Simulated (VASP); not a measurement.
# YAl7 in VASP: a series of runs

Runs on YAl7. Level: PBE. Tasks: single point.

All numbers are computed with VASP 6.6.1; they aren't measurements. Logs are shortened: lines on timing, memory, paths and dates and some standing lists are left out, and cuts for length are marked.

**1. The cell of the first run**

The cell holds a disordered packing, 16 atoms: a = 6.761 Å, b = 6.711 Å, c = 6.410 Å, α = 92.46°, β = 90.08°, γ = 91.67°.

**2. Single point, PBE**

INCAR

```
SYSTEM = YAl7
ALGO = Normal
EDIFF = 1E-6
ENCUT = 400
GGA = PE
GGA_COMPAT = .FALSE.
ISIF = 2
ISMEAR = -1
ISYM = -1
LASPH = .TRUE.
LCHARG = .FALSE.
LREAL = Auto
LWAVE = .FALSE.
NBANDS = 46
NELM = 120
PREC = Accurate
SIGMA = 0.0939
```

KPOINTS

```
explicit points
1
Reciprocal
  0.25000000   0.25000000   0.25000000 1
```

POSCAR

```
YAl7
1.0
    6.7604440000     -0.0984910000     -0.0055720000
   -0.0984910000      6.7085100000     -0.1408520000
   -0.0055720000     -0.1408520000      6.4081030000
Al Y
14 2
Direct
    0.7034460084      0.2960672815      0.7626318225
    0.6569528011      0.4408098569      0.3362919558
    0.5559702615      0.8476630842      0.4383765222
    0.8572979246      0.7687599395      0.1261083411
    0.9447989143      0.3835643412      0.1147731589
    0.9984346588      0.0348482341      0.8916657116
    0.6294012646      0.0756618982      0.1105503694
    0.4729097038      0.7444924757      0.0417734089
    0.8282900265      0.7372659094      0.6459589694
    0.8933788306      0.0955519931      0.4433854444
    0.3906483220      0.3466416938      0.0486391789
    0.1259679939      0.6365967747      0.8732081589
    0.4631149352      0.5430559127      0.6957044835
    0.2029500774      0.0061177288      0.2202246955
    0.3089930600      0.1820418812      0.5818003663
    0.1791643440      0.5938943283      0.3738815540
```

Potentials or basis: VASP PAW PBE potentials, release 64 (Al, Y_sv).

The run is started by

```sh
cat potpaw_PBE.64/Al/POTCAR potpaw_PBE.64/Y_sv/POTCAR > POTCAR
mpirun -np 1 vasp_std > vasp.out
```

OUTCAR:

```text
SYSTEM = YAl7
   EDIFF = 1E-6
   ENCUT = 400
   GGA = PE
   ISIF = 2
   ISMEAR = -1
   ISYM = -1
   LASPH = .TRUE.
   LREAL = Auto
   NELM = 120
   PREC = Accurate

 ion  position               nearest neighbor table
   1  0.703  0.296  0.763-  13 2.41  10 2.74   7 2.77   5 2.81  11 2.82   6 2.84   2 2.96  15 2.97
                             9 3.18
   2  0.657  0.441  0.336-   5 2.44  11 2.62  13 2.72   7 2.79   3 2.88   4 2.93  10 2.96   1 2.96
                             9 2.96   8 3.12  15 3.32  16 3.42  16 3.65
   3  0.556  0.848  0.438-   9 2.42   8 2.66   7 2.69  13 2.74  10 2.78   2 2.88   4 2.90  15 2.95
                            14 3.01  16 3.04
   4  0.857  0.769  0.126-   6 2.55  12 2.59   7 2.61   8 2.65   5 2.67  14 2.84   3 2.90   2 2.93
                            10 2.93  16 2.99   9 3.08   9 3.35
   5  0.945  0.384  0.115-   2 2.44  12 2.62  16 2.63   4 2.67   6 2.72   1 2.81   7 2.92  10 2.93
                            11 3.06  14 3.21
   6  0.998  0.035  0.892-  14 2.54   4 2.55   9 2.72   5 2.72  12 2.83   1 2.84   7 2.88  10 3.01
                            15 3.06
   7  0.629  0.076  0.111-   8 2.46  11 2.51   4 2.61   3 2.69   1 2.77  10 2.78   2 2.79   6 2.88
                             5 2.92  14 3.00  15 3.77
   8  0.473  0.744  0.042-   7 2.46  13 2.55  12 2.65   4 2.65   3 2.66  11 2.71  14 2.78  16 3.09
                             2 3.12
   9  0.828  0.737  0.646-   3 2.42  12 2.60   6 2.72  13 2.78  10 2.81   2 2.96   4 3.08  16 3.10
                             1 3.18   4 3.35
  10  0.893  0.096  0.443-  14 2.61   1 2.74   7 2.78   3 2.78   9 2.81   4 2.93   5 2.93   2 2.96
                            15 2.98   6 3.01  16 3.86
  11  0.391  0.347  0.049-   7 2.51   2 2.62  13 2.70   8 2.71   1 2.82  14 2.84  12 2.94  16 3.00
                             5 3.06  15 3.19  15 3.67
  12  0.126  0.637  0.873-   4 2.59   9 2.60   5 2.62  13 2.63   8 2.65   6 2.83  11 2.94  16 3.22
                            16 3.25  14 3.29  15 3.75
  13  0.463  0.543  0.696-   1 2.41   8 2.55  12 2.63  15 2.68  11 2.70   2 2.72   3 2.74   9 2.78
                            16 2.85
  14  0.203  0.006  0.220-   6 2.54  10 2.61  15 2.64   8 2.78   4 2.84  11 2.84  16 2.98   7 3.00
                             3 3.01   5 3.21  12 3.29
  15  0.309  0.182  0.582-  14 2.64  13 2.68   3 2.95   1 2.97  10 2.98   6 3.06  11 3.19  16 3.26
                             2 3.32  11 3.67  12 3.75   7 3.77  16 4.18
  16  0.179  0.594  0.374-   5 2.63  13 2.85  14 2.98   4 2.99  11 3.00   3 3.04   8 3.09   9 3.10
                            12 3.22  12 3.25  15 3.26   2 3.42   2 3.65  10 3.86  15 4.18

IMPORTANT INFORMATION: All symmetrisations will be switched off!
NOSYMM: (Re-)initialisation of all symmetry stuff for point group C_1.

----------------------------------------------------------------------------------------

                                     Primitive cell

  volume of cell :     290.4269

  direct lattice vectors                    reciprocal lattice vectors
     6.760444000 -0.098491000 -0.005572000     0.147951123  0.002175850  0.000176473
    -0.098491000  6.708510000 -0.140852000     0.002175850  0.149165221  0.003280588
    -0.005572000 -0.140852000  6.408103000     0.000176473  0.003280588  0.156124685

  length of vectors
     6.761163702  6.710711302  6.409653219     0.147967227  0.149217157  0.156159248

  position of ions in fractional coordinates (direct lattice)
     0.703446008  0.296067282  0.762631822
     0.656952801  0.440809857  0.336291956
     0.555970262  0.847663084  0.438376522
     0.857297925  0.768759940  0.126108341
     0.944798914  0.383564341  0.114773159
     0.998434659  0.034848234  0.891665712
[... 8 lines left out ...]
     0.308993060  0.182041881  0.581800366
     0.179164344  0.593894328  0.373881554

  ion indices of the primitive-cell ions
   primitive index   ion index
                 1           1
                 2           2
                 3           3
                 4           4
                 5           5
                 6           6
[... 8 lines left out ...]
                15          15
                16          16

----------------------------------------------------------------------------------------

 KPOINTS: explicit points

Read explicit list of k-points.

 Found      1 k-points:

 Following reciprocal coordinates:
            Coordinates               Weight
  0.250000  0.250000  0.250000      1.000000
   k-points           NKPTS =      1   k-points in BZ     NKDIM =      1   number of bands    NBANDS=     46
   number of dos      NEDOS =    301   number of ions     NIONS =     16
   total plane-waves  NPLWV =  96768
   dimension x,y,z NGX =    48 NGY =   48 NGZ =   42
   dimension x,y,z NGXF=    96 NGYF=   96 NGZF=   84
   ions per type =              14   2
   NGX,Y,Z   is equivalent  to a cutoff of  11.80, 11.89, 10.89 a.u.
   NGXF,Y,Z  is equivalent  to a cutoff of  23.60, 23.78, 21.79 a.u.
 SYSTEM =  YAl7
   PREC   = accura    normal or accurate (medium, high low for compatibility)
   ISTART =      0    job   : 0-new  1-cont  2-samecut
   ICHARG =      2    charge: 1-file 2-atom 10-const
   ISPIN  =      1    spin polarized calculation?
   LNONCOLLINEAR =      F non collinear calculations
   LSORBIT =      F    spin-orbit coupling
   LASPH  =      T    aspherical Exc in radial PAW
   ENCUT  =  400.0 eV  29.40 Ry    5.42 a.u.  11.03 10.94 10.45*2*pi/ulx,y,z
   NELM   =    120;   NELMIN=  2; NELMDL= -5     # of ELM steps
   EDIFF  = 0.1E-05   stopping-criterion for ELM
   LREAL  =      T    real-space projection
   EDIFFG = 0.1E-04   stopping-criterion for IOM
   NSW    =      0    number of steps for IOM
   IBRION =     -1    ionic relax: 0-MD 1-quasi-New 2-CG
   NFREE  =      0    steps in history (QN), initial steepest desc. (CG)
   ISIF   =      2    stress and relaxation
   ISYM   =     -1    0-nonsym 1-usesym 2-fastsym
   POTIM  = 0.5000    time-step for ionic-motion
   TEBEG  =    0.0;   TEEND  =   0.0 temperature during run
   PSTRESS=    0.0 pullay stress
   NELECT =      64.0000    total number of electrons
   NUPDOWN=      -1.0000    fix difference up-down
   EMIN   =  10.00;   EMAX   =-10.00  energy-range for DOS
   EFERMI =   0.00;   METHOD = LEGACY
   ISMEAR =    -1;   SIGMA  =   0.09  broadening in eV -4-tet -1-fermi 0-gaus
   EFERMI_NEDOS =   21; number of points for ismear=-14 and -15
   IALGO  =     38    algorithm
   IMIX   =      4    mixing-type and parameters
     AMIX     =   0.40;   BMIX     =  1.00
     AMIX_MAG =   1.60;   BMIX_MAG =  1.00
  volume/ion in A,a.u.               =      18.15       122.49
  Fermi-wavevector in a.u.,A,eV,Ry     =   0.988832  1.868622 13.303626  0.977789
  Thomas-Fermi vector in A             =   2.120387
   LORBIT       =      0    0 simple, 1 ext, 2 COOP (PROOUT), +10 PAW based schemes
   GGA     = PE    functional components
   LHFCALC =     F    Hartree Fock is set to
   AEXX    =    0.0000 exact exchange contribution
   IVDW    =     0    specifies the selected vdW correction
   LEPSILON=     F    determine dielectric tensor
   LRPA    =     F    only Hartree local field effects (RPA)
 non-spin polarized calculation
  energy-cutoff  :      400.00
  volume of cell :      290.43
 maximum number of plane-waves:      5285
 NGX is ok and might be reduce to    48
   NGX = 23   NGY = 21   NGZ = 21

 number of electron      64.0000000 magnetization

 Free energy of the ion-electron system (eV)
  ---------------------------------------------------
  ext. energy  EPLUGINS =         0.00000000
  ---------------------------------------------------
  free energy    TOTEN  =       -62.93933346 eV

  energy without entropy =      -62.76568757  energy(sigma->0) =      -62.85251051

 E-fermi :   6.9567     XC(G=0): -10.0450

 val. band max:        6.7852289469   @ k =   0.2500   0.2500   0.2500
 cond. band min:       7.1297675368   @ k =   0.2500   0.2500   0.2500
 fundamental gap:      0.3445385898
 Fermi energy:         6.9567208303

 k-point     1 :       0.2500    0.2500    0.2500
  band No.  band energies     occupation
      1     -35.2295      2.00000
      2     -35.1475      2.00000
      3     -15.5379      2.00000
      4     -15.4005      2.00000
      5     -15.3326      2.00000
      6     -15.2761      2.00000
[... 36 lines left out ...]
     43       9.3178      0.00000
     44       9.7645      0.00000
 [bands above 44 left out]

------------------------ aborting loop because EDIFF is reached ----------------------------------------

  FORCE on cell =-STRESS in cart. coord.  units (eV):
  Direction    XX          YY          ZZ          XY          YZ          ZX
  --------------------------------------------------------------------------------------
  -------------------------------------------------------------------------------------
  Total       22.1971256     24.1915596      7.0594487     -0.8914553     -1.4023229     -3.6930783
  in kB      122.4533038    133.4558558     38.9443584     -4.9178278     -7.7360948    -20.3733424
  external PRESSURE =      98.2845060 kB  Pullay stress =       0.0000000 kB

 VOLUME and BASIS-vectors are now :
 -----------------------------------------------------------------------------
  energy-cutoff  :      400.00
  volume of cell :      290.43
      direct lattice vectors                 reciprocal lattice vectors
     6.760444000 -0.098491000 -0.005572000     0.147951123  0.002175850  0.000176473
    -0.098491000  6.708510000 -0.140852000     0.002175850  0.149165221  0.003280588
    -0.005572000 -0.140852000  6.408103000     0.000176473  0.003280588  0.156124685

 POSITION                                       TOTAL-FORCE (eV/Angst)
 -----------------------------------------------------------------------------------
      4.72220      1.80947      4.84140         1.618713     -0.547123      0.251789
      4.39600      2.84511      2.08924        -0.517197      0.683987      1.482154
      3.67268      5.57005      2.68667        -1.384777      0.024128     -0.720952
      5.71930      5.05503      0.69506        -0.660530     -0.548547      0.652832
      6.34884      2.46392      0.67619         0.789717     -1.286476     -1.262288
      6.74146      0.00985      5.70341        -0.230200      0.451662     -1.369475
[... 8 lines left out ...]
      2.06776      1.10885      3.70087        -0.325221     -0.718901      1.069403
      1.15065      3.91384      2.31122         0.003737      0.750719      0.257812
 -----------------------------------------------------------------------------------
    total drift:                               -0.001066     -0.001031      0.000692

  FREE ENERGIE OF THE ION-ELECTRON SYSTEM (eV)
  ---------------------------------------------------
  free  energy   TOTEN  =       -62.9393334551 eV

  energy  without entropy=      -62.7656875714  energy(sigma->0) =      -62.85251051
```

Run time: 28 s. Hardware: 1 thread of Intel Xeon Platinum 8488C (Sapphire Rapids), shared host; peak memory 0.28 GiB.

What came out:

| Property | Result |
| --- | --- |
| Free energy | -62.9393 eV |
| Pressure | 9.8 GPa |
| Largest force | 1.968 eV/Å |

Forces on the atoms (eV/Å):
```
Al   1.619 -0.547  0.252
Al  -0.517  0.684  1.482
Al  -1.385  0.024 -0.721
Al  -0.661 -0.549  0.653
Al   0.790 -1.286 -1.262
Al  -0.230  0.452 -1.369
Al   0.289  0.600  0.076
Al  -0.226 -0.212  0.177
Al   0.442 -0.878  1.143
Al   0.217  0.658  0.196
Al  -1.749 -0.396 -0.586
Al   0.815 -0.587 -0.249
Al   0.069  1.865 -0.313
Al   0.848  0.139 -0.805
Y   -0.325 -0.719  1.069
Y    0.004  0.751  0.258
```

Stress tensor (GPa, compression positive):
```
12.25 -0.49 -2.04
-0.49 13.35 -0.77
-2.04 -0.77  3.89
```

Caveat: the atoms stand as in a frame of molecular dynamics.

**3. Single point, PBE**

INCAR

```
SYSTEM = YAl7
ALGO = Normal
EDIFF = 1E-6
ENCUT = 400
GGA = PE
GGA_COMPAT = .False.
ISIF = 2
ISMEAR = -1
ISYM = -1
LASPH = .True.
LCHARG = .False.
LREAL = Auto
LWAVE = .False.
NBANDS = 46
NELM = 120
PREC = Accurate
SIGMA = 0.0939
```

KPOINTS is that of step 2.

POSCAR

```
YAl7
1.0
    6.7604440000     -0.0984910000     -0.0055720000
   -0.0984910000      6.7085100000     -0.1408520000
   -0.0055720000     -0.1408520000      6.4081030000
Al Y
14 2
Direct
    0.6879683010      0.2387239937      0.6896999176
    0.6475857433      0.4673447452      0.2673908003
    0.4927884793      0.8263788152      0.3867628105
    0.8009684197      0.7665535530      0.1043648326
    0.9797883619      0.3049988030      0.0117938292
    0.9906855424     -0.0564397441      0.8372107079
    0.5958960745      0.1198283909      0.0972762768
    0.4485432890      0.7875957234     -0.0567666100
    0.7878709399      0.6908017724      0.5941513156
    0.8959868823      0.0703555633      0.3560216121
    0.3579006922      0.3816908097      0.0081618751
    0.1240249844      0.6074954046      0.8275541155
    0.4242895867      0.5239314527      0.6187110186
    0.2327653772      0.0024790141      0.1602902049
    0.2694348685      0.1796925000      0.5727289869
    0.1121502283      0.5902234866      0.3430790765
```

Potentials or basis: VASP PAW PBE potentials, release 64 (Al, Y_sv).

The run is started by

```sh
cat potpaw_PBE.64/Al/POTCAR potpaw_PBE.64/Y_sv/POTCAR > POTCAR
mpirun -np 1 vasp_std > vasp.out
```

Run time: 26 s. Hardware: 1 thread of Intel Xeon Platinum 8488C (Sapphire Rapids), shared host; peak memory 0.28 GiB.

Results (log left out):

```
Free energy   : -63.1241 eV
Pressure      : 9.7 GPa
Largest force : 2.766 eV/Å
```

Forces in eV/Å, atoms in the order of the input:
```
Al   0.767  0.186  0.028
Al   0.502 -0.535  0.908
Al  -0.305  0.825 -0.206
Al  -0.083 -0.391 -0.337
Al  -0.691 -0.049  0.270
Al  -0.058  1.329 -1.324
Al   0.558 -0.732 -0.201
Al   0.454 -0.373 -0.660
Al  -0.502 -0.212  1.127
Al   0.251  0.612  0.823
Al  -0.139 -0.375 -0.501
Al  -0.747 -0.712 -0.291
Al   2.064  1.477  0.555
Al  -0.741  0.754  0.346
Y   -1.447 -2.332  0.348
Y    0.117  0.526 -0.885
```

Stress tensor (GPa, compression positive):
```
12.37  1.09 -3.13
 1.09 15.57 -1.62
-3.13 -1.62  1.06
```

Levels at points of the mesh, in eV from the Fermi level:
```csv
k point,band 30,band 31,band 32,band 33,band 34,band 35
"(0.25, 0.25, 0.25)",-0.69,-0.51,-0.20,0.20,0.67,0.78
```

Caveat: the atoms stand as in a frame of molecular dynamics.

**4. Single point, PBE**

INCAR

```
ALGO     = Normal         # electronic algorithm
EDIFF    = 1E-6           # SCF threshold, eV
ENCUT    = 400            # plane-wave cutoff, eV
GGA      = PE             # functional
GGA_COMPAT= False        
ISIF     = 2              # what is computed and relaxed
ISMEAR   = -1             # smearing method
ISYM     = -1           
LASPH    = True           # aspherical terms in the spheres
LCHARG   = False          # write CHGCAR
LREAL    = Auto         
LWAVE    = False          # write WAVECAR
NBANDS   = 46             # bands
NELM     = 120            # most SCF steps
PREC     = Accurate       # precision mode
SIGMA    = 0.0939         # smearing width, eV
```

KPOINTS is that of step 3.

POSCAR

```
YAl7
1.0
    6.7604440000     -0.0984910000     -0.0055720000
   -0.0984910000      6.7085100000     -0.1408520000
   -0.0055720000     -0.1408520000      6.4081030000
Al Y
14 2
Direct
    0.6990798377      0.1461878742      0.7243187457
    0.7342977548      0.3427707381      0.3632479770
    0.4923725725      0.8092028831      0.3745517737
    0.7337536309      0.5977660585     -0.0021976831
    0.9747439352      0.2968590664      0.0660161777
    0.9481544616     -0.0774702775      0.9777936268
    0.6015548321      0.0568959450      0.1107352318
    0.4494649160      0.8408366210     -0.2114941133
    0.8045606856      0.7303724416      0.5948218110
    0.9319991193      0.0142318961      0.3742175633
    0.3658640076      0.4375786098      0.0410229699
    0.1119539532      0.6272306157      0.7982520715
    0.4810201657      0.4545137226      0.6134928560
    0.2553817884      0.0202474648      0.1703313575
    0.1561731380      0.1378275157      0.6887983040
    0.1219650744      0.5844903425      0.3359685734
```

The run is started by

```sh
cat potpaw_PBE.64/Al/POTCAR potpaw_PBE.64/Y_sv/POTCAR > POTCAR
mpirun -np 1 vasp_std > vasp.out
```

Run time: 27 s. Hardware: 1 thread of Intel Xeon Platinum 8488C (Sapphire Rapids), shared host; peak memory 0.27 GiB.

The run converged. Its results:

| Quantity | Value |
| --- | --- |
| Free energy | -63.3526 eV |
| Pressure | 8.9 GPa |
| Largest force | 2.147 eV/Å |

Forces in eV/Å, atoms in the order of the input:
```
Al   0.032  0.235 -0.421
Al   0.533  0.834  0.173
Al   0.011 -0.747  0.085
Al  -0.049 -0.003  0.613
Al   0.347  0.032 -0.501
Al  -1.063 -1.175 -0.760
Al   0.751  0.538 -0.603
Al  -0.084 -0.553  0.606
Al   0.278 -0.048  0.711
Al  -1.291 -0.040 -0.644
Al   1.146 -1.388 -1.169
Al   0.397 -0.513  0.203
Al  -1.390  0.169  0.781
Al  -0.384  0.784  0.104
Y    1.782  0.790 -0.226
Y   -1.015  1.086  1.048
```

Stress tensor (GPa, compression positive):
```
14.76 -0.99 -6.96
-0.99  5.84 -3.96
-6.96 -3.96  6.16
```

Levels at points of the mesh, in eV from the Fermi level:
| k point | band 30 | band 31 | band 32 | band 33 | band 34 | band 35 |
| --- | --- | --- | --- | --- | --- | --- |
| (0.25, 0.25, 0.25) | -0.67 | -0.39 | -0.04 | 0.04 | 0.46 | 0.65 |

Caveat: the atoms stand as in a frame of molecular dynamics.

**5. The runs side by side**

| cell | pressure (GPa) | largest force (eV/Å) |
| --- | --- | --- |
| as given, atomic positions A | 9.8 | 1.97 |
| as given, atomic positions B | 9.7 | 2.77 |
| as given, atomic positions C | 8.9 | 2.15 |

Alike in all rows: task single point; level PBE; potentials or basis VASP PAW PBE potentials, release 64 (Al, Y_sv); no spin polarisation; k mesh 1 × 1 × 1, shifted; cutoff (eV) 400; smearing fermi-dirac 0.0939 eV.

Caveats: the atoms stand as in a frame of molecular dynamics.

Total energies depend on the potentials used, so only differences within one code and one set of settings carry meaning.
